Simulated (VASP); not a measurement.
K7ScCl8 (a cell with a defect), 16 atoms in the cell. The cell holds a defect, 16 atoms: a = 12.487 Å, b = 6.244 Å, c = 6.244 Å, α = 90.00°, β = 90.00°, γ = 90.00°. 

- Program: VASP 6.6.1
- Task: single point
- Functional: PBEsol
- Potentials or basis: VASP PAW PBE potentials, release 64 (Cl, K_sv, Sc_sv)
- Cutoff: 520 eV
- k mesh: 1 × 1 × 1
- Occupations: fermi-dirac, width 0.05 eV
- Spin: no spin polarisation
- Dipole correction: no
- Further INCAR settings: LREAL = Auto; ALGO = Normal; EDIFF = 1e-07; NBANDS = 79

Potentials or basis: VASP PAW PBE potentials, release 64 (Cl, K_sv, Sc_sv).

Launch:

```bash
$ cat potpaw_PBE.64/Cl/POTCAR potpaw_PBE.64/K_sv/POTCAR potpaw_PBE.64/Sc_sv/POTCAR > POTCAR
$ mpirun -np 1 vasp_gam > vasp.out
```

Hardware: 1 thread of AMD EPYC 7R13, on a shared host.

Estimate the wall time of this run.

Run time: 3.1 min on 1 thread of AMD EPYC 7R13, with other jobs on the host, peak memory 0.44 GiB. Counts: scf iterations 22, k points 1.
